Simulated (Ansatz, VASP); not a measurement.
**One calculation of P, two programs**

INCAR

```
ALGO = Normal
EDIFF = 1E-8
ENCUT = 400
GGA = PS
GGA_COMPAT = False
ISIF = 2
ISMEAR = -1
LASPH = True
LCHARG = False
LEFG = True
LREAL = False
LWAVE = False
NBANDS = 8
NELM = 120
PREC = Accurate
SIGMA = 0.08
```

File KPOINTS:

```
k-points
0
Gamma
  10 10 9
```

POSCAR

```
P
1.0
    4.1856782422      0.0000000000      0.0000000000
    0.0000000000      4.1856782422      0.0000000000
    0.0000000000      0.0000000000      4.2886279840
P
1
Direct
    0.0000000000      0.0000000000      0.0000000000
```

Input for Ansatz:

```yaml
crystal:
  lattice:
    - [4.1856782422, 0.0, 0.0]
    - [0.0, 4.1856782422, 0.0]
    - [0.0, 0.0, 4.288627984]
  atoms:
    - { symbol: P, position: [0.0, 0.0, 0.0] }
kpoints:
  mp_grid: { grid: [10, 10, 9] }
scf:
  occupations: { method: fermi_dirac, width: 0.08 }
hamiltonian:
  xc: pbesol
  pseudopotentials: { kind: all_electron, datasets: crystal }
output:
  forces: true
  stress: true
  eigenvalues: true
  efg: { contact_densities: true }
```

Change from the starting cell: volume scaled by 0.94, crystal datasets.

Alike in both runs: task electric field gradients; functional PBEsol; k mesh 10 × 10 × 9; occupations fermi-dirac, width 0.08 eV; no spin polarisation.

|  | VASP | Ansatz |
| --- | --- | --- |
| version | VASP 6.6.1 | Ansatz 0.2.0 |
| potentials or method | VASP PAW PBE potentials, release 64 (P), cutoff 400 eV | all-electron PAW with datasets made for the crystal, scalar-relativistic |

VASP gave:

```
pressure (GPa)                                                : -4.4
traceless stress, the component that is largest in VASP (GPa) : 0.34
size of Vzz on the site where it differs most (V/Å²)          : 0.7
```

**Question.** What did Ansatz give for the same quantities?

**Answer.** Pressure (GPa): -4.4; traceless stress, the component that is largest in VASP (GPa): 0.34; size of Vzz on the site where it differs most (V/Å²): 0.6.

VASP's potentials were made for PBE, not for PBEsol. Ansatz ran all-electron here, and VASP with PAW potentials.
